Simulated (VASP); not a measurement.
# CdF3 (Fm-3m) in VASP: notebook

The runs below take CdF3 through single point, relaxation of cell and atoms, with PBE.

Everything below comes from runs of VASP 6.6.1. Logs are shortened: lines on timing, memory, paths and dates and some standing lists are left out, and cuts for length are marked.

### 1 The cell of the first run

It takes space group Fm-3m (No. 225, cubic). Conventional cell: a = 5.683 Å, b = 5.683 Å, c = 5.683 Å, α = 90.00°, β = 90.00°, γ = 90.00°. Within 3.2 Å of Cd (site symmetry m-3m) lie 14 F at 2.46 to 2.84 Å. Within 3.2 Å of F (site symmetry -43m) lie 4 Cd at 2.46 Å and 10 F at 2.46 to 2.84 Å. F (site symmetry m-3m) has 8 F at 2.46 Å and 6 Cd at 2.84 Å within 3.2 Å.

### 2 Single point, PBE, collinear spin, ferromagnetic start

INCAR

```
PREC     = Accurate       # precision mode
ENCUT    = 520            # plane-wave cutoff, eV
EDIFF    = 1E-6           # SCF threshold, eV
ISMEAR   = 0              # smearing method
SIGMA    = 0.1            # smearing width, eV
LREAL    = F              # projectors in reciprocal space
LASPH    = T              # aspherical terms in the spheres
NELM     = 150            # most SCF steps
ALGO     = Normal         # electronic algorithm
ISIF     = 2              # what is computed and relaxed
LWAVE    = F              # write WAVECAR
LCHARG   = T              # write CHGCAR
ISPIN    = 2              # spin polarisation
MAGMOM   = 0 0.37 0.37 0.37 # initial moments
LORBIT   = 11             # projections on sites
GGA      = PE             # functional
LELF     = T              # ELF
LVHAR    = T            
NBANDS   = 28             # bands
```

KPOINTS

```
regular mesh
0
Gamma
  6 6 6
```

POSCAR

```
CdF3
1.0
    0.0000000000      2.8416514083      2.8416514083
    2.8416514083      0.0000000000      2.8416514083
    2.8416514083      2.8416514083      0.0000000000
Cd F
1 3
Direct
    0.0000000000      0.0000000000      0.0000000000
    0.2500000000      0.2500000000      0.2500000000
    0.7500000000      0.7500000000      0.7500000000
    0.5000000000      0.5000000000      0.5000000000
```

Potentials or basis: VASP PAW PBE potentials, release 64 (Cd, F).

Launch:

```console
$ cat potpaw_PBE.64/Cd/POTCAR potpaw_PBE.64/F/POTCAR > POTCAR
$ mpirun -np 1 vasp_std > vasp.out
```

OUTCAR:

```text
PREC = Accurate
   ENCUT = 520
   EDIFF = 1E-6
   ISMEAR = 0
   LREAL = F
   LASPH = T
   NELM = 150
   ISIF = 2
   ISPIN = 2
   LORBIT = 11
   GGA = PE

 ion  position               nearest neighbor table
   1  0.000  0.000  0.000-   3 2.46   3 2.46   3 2.46   2 2.46   3 2.46   2 2.46   2 2.46   2 2.46
                             4 2.84   4 2.84   4 2.84   4 2.84   4 2.84   4 2.84
   2  0.250  0.250  0.250-   1 2.46   1 2.46   1 2.46   1 2.46
   3  0.750  0.750  0.750-   1 2.46   1 2.46   1 2.46   1 2.46
   4  0.500  0.500  0.500-   1 2.84   1 2.84   1 2.84   1 2.84   1 2.84   1 2.84

  LATTYP: Found a face centered cubic cell.
 ALAT       =     5.6833028166

  Lattice vectors:

 A1 = (   0.0000000000,   2.8416514083,   2.8416514083)
 A2 = (   2.8416514083,   0.0000000000,   2.8416514083)
 A3 = (   2.8416514083,   2.8416514083,   0.0000000000)

Analysis of symmetry for initial positions (statically):
=====================================================================
 Subroutine PRICEL returns:
 Original cell was already a primitive cell.

 Routine SETGRP: Setting up the symmetry group for a
 face centered cubic supercell.

 Subroutine GETGRP returns: Found 48 space group operations
 (whereof 48 operations were pure point group operations)
 out of a pool of 48 trial point group operations.

The static configuration has the point symmetry O_h .

Analysis of symmetry for dynamics (positions and initial velocities):
=====================================================================
 Subroutine PRICEL returns:
 Original cell was already a primitive cell.

 Routine SETGRP: Setting up the symmetry group for a
 face centered cubic supercell.

 Subroutine GETGRP returns: Found 48 space group operations
 (whereof 48 operations were pure point group operations)
 out of a pool of 48 trial point group operations.

The dynamic configuration has the point symmetry O_h .

Analysis of structural, dynamic, and magnetic symmetry:
=====================================================================
 Subroutine PRICEL returns:
 Original cell was already a primitive cell.

 Routine SETGRP: Setting up the symmetry group for a
 face centered cubic supercell.

 Subroutine GETGRP returns: Found 48 space group operations
 (whereof 48 operations were pure point group operations)
 out of a pool of 48 trial point group operations.

The overall configuration has the point symmetry O_h .

[... 118 lines left out ...]
   GGA     = PE    functional components
   LHFCALC =     F    Hartree Fock is set to
   AEXX    =    0.0000 exact exchange contribution
   IVDW    =     0    specifies the selected vdW correction
   LEPSILON=     F    determine dielectric tensor
   LRPA    =     F    only Hartree local field effects (RPA)
 spin polarized calculation
 Gauss-broadening in eV      SIGMA  =   0.10
  energy-cutoff  :      520.00
  volume of cell :       45.89
 maximum number of plane-waves:      1258
 NGX is ok and might be reduce to    30
   NGX = 15   NGY = 15   NGZ = 15

 number of electron      33.0000029 magnetization       0.9999850

 Free energy of the ion-electron system (eV)
  ---------------------------------------------------
  ext. energy  EPLUGINS =         0.00000000
  ---------------------------------------------------
  free energy    TOTEN  =       -11.50717875 eV

  energy without entropy =      -11.47133487  energy(sigma->0) =      -11.48925681

 E-fermi :  -0.9242     XC(G=0): -11.0074

 val. band max:       -0.9248968645   @ k =  -0.3333   0.3333   0.1667
 cond. band min:      -0.8926201388   @ k =   0.5000   0.5000   0.0000
 fundamental gap:      0.0322767257
 Fermi energy:        -0.9242150849

 spin component 1

 k-point     1 :       0.0000    0.0000    0.0000
  band No.  band energies     occupation
      1     -22.5261      1.00000
      2     -21.1710      1.00000
      3     -20.8787      1.00000
      4      -6.7721      1.00000
      5      -6.7721      1.00000
      6      -6.7721      1.00000
[... 485 lines left out ...]
     27      24.1130      0.00000
     28      24.5898      0.00000
 Fermi energy:        -0.9242150849

 spin component 2

 k-point     1 :       0.0000    0.0000    0.0000
  band No.  band energies     occupation
      1     -21.9755      1.00000
      2     -20.7766      1.00000
      3     -20.0741      1.00000
      4      -6.7113      1.00000
      5      -6.7113      1.00000
      6      -6.7113      1.00000
[... 485 lines left out ...]
     27      24.1743      0.00000
     28      24.6510      0.00000

------------------------ aborting loop because EDIFF is reached ----------------------------------------

  FORCE on cell =-STRESS in cart. coord.  units (eV):
  Direction    XX          YY          ZZ          XY          YZ          ZX
  --------------------------------------------------------------------------------------
  -------------------------------------------------------------------------------------
  Total        0.0711203      0.0711203      0.0711203     -0.0000000      0.0000000      0.0000000
  in kB        2.4829151      2.4829151      2.4829151     -0.0000000      0.0000000      0.0000000
  external PRESSURE =       2.4829151 kB  Pullay stress =       0.0000000 kB

 VOLUME and BASIS-vectors are now :
 -----------------------------------------------------------------------------
  energy-cutoff  :      520.00
  volume of cell :       45.89
      direct lattice vectors                 reciprocal lattice vectors
     0.000000000  2.841651408  2.841651408    -0.175954024  0.175954024  0.175954024
     2.841651408  0.000000000  2.841651408     0.175954024 -0.175954024  0.175954024
     2.841651408  2.841651408  0.000000000     0.175954024  0.175954024 -0.175954024

 POSITION                                       TOTAL-FORCE (eV/Angst)
 -----------------------------------------------------------------------------------
      0.00000      0.00000      0.00000        -0.000000     -0.000000     -0.000000
      1.42083      1.42083      1.42083         0.000000      0.000000      0.000000
      4.26248      4.26248      4.26248        -0.000000     -0.000000     -0.000000
      2.84165      2.84165      2.84165        -0.000000     -0.000000     -0.000000
 -----------------------------------------------------------------------------------
    total drift:                                0.000000     -0.000000      0.000000

  FREE ENERGIE OF THE ION-ELECTRON SYSTEM (eV)
  ---------------------------------------------------
  free  energy   TOTEN  =       -11.5071787482 eV

  energy  without entropy=      -11.4713348665  energy(sigma->0) =      -11.48925681

 total charge

# of ion       s       p       d       tot
------------------------------------------
    1        0.196   0.141   9.649   9.986
    2        1.748   4.260   0.000   6.008
    3        1.748   4.260   0.000   6.008
    4        1.758   4.165   0.000   5.922
--------------------------------------------------
tot          5.449  12.825   9.649  27.924

 magnetization (x)

# of ion       s       p       d       tot
------------------------------------------
    1       -0.009  -0.004   0.022   0.009
    2        0.001   0.204   0.000   0.205
    3        0.001   0.204   0.000   0.205
    4        0.002   0.508   0.000   0.511
--------------------------------------------------
tot         -0.005   0.912   0.022   0.929
```

It took 42 s on 1 thread of Intel Xeon Platinum 8488C (Sapphire Rapids), shared host; peak memory 0.2 GiB.

Results:

```
Free energy                                           : -11.5072 eV
Pressure                                              : 0.2 GPa
Band gap on the k mesh                                : zero (filled and empty bands overlap)
Net moment                                            : 1.00 μB per cell
Site moments                                          : Cd +0.01; F +0.20, +0.51 μB
Valence electrons inside the program's atomic spheres : Cd 9.99; F 6.01, 5.92
```

(Continued in part 2 of 2.)
